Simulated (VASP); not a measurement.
Input of a VASP 6.6.1 run:

The input INCAR:

```
SYSTEM = Cl
ALGO = Normal ; EDIFF = 1E-8
ENCUT = 520 ; GGA = PE
ISIF = 2 ; ISMEAR = -1
LASPH = .TRUE. ; LCHARG = .FALSE.
LEFG = .TRUE. ; LREAL = .FALSE.
LWAVE = .FALSE. ; NBANDS = 22
NELM = 80 ; PREC = Accurate
SIGMA = 0.02
```

File KPOINTS:

```
k-points
0
G
  8 8 4
  0 0 0
```

POSCAR

```
Cl
1.0
    3.1200000000     -2.2400000000      0.0000000000
    3.1200000000      2.2400000000      0.0000000000
    0.0000000000      0.0000000000      8.2600000000
Cl
4
Direct
    0.1300000000      0.8700000000      0.1000000000
    0.6300000000      0.3700000000      0.4000000000
    0.8700000000      0.1300000000      0.9000000000
    0.3700000000      0.6300000000      0.6000000000
```

Potentials or basis: VASP PAW PBE potentials, release 64 (Cl).

Command:

```sh
$ cat potpaw_PBE.64/Cl/POTCAR > POTCAR
$ mpirun -np 1 vasp_std > vasp.out
```

**Question.** Predict the largest force.

**Answer.** 0.253 eV/Å.

**Question.** Estimate the pressure.

**Answer.** 0.2 GPa.

**Question.** What does it give for the band gap on the k mesh?

**Answer.** 2.49 eV, indirect (least direct gap 2.53 eV).

Electric field gradients, principal values (V/Å²):
```
atom     least    middle  greatest (by size)
1 Cl  -254.366  -284.322             538.687
2 Cl  -254.366  -284.322             538.687
3 Cl  -254.366  -284.322             538.687
4 Cl  -254.366  -284.322             538.687
```

Caveat: without QUAD_EFG the Cq values of the log hold for a quadrupole moment of 1 mb, not for the nuclei. A k mesh can miss the band edges.
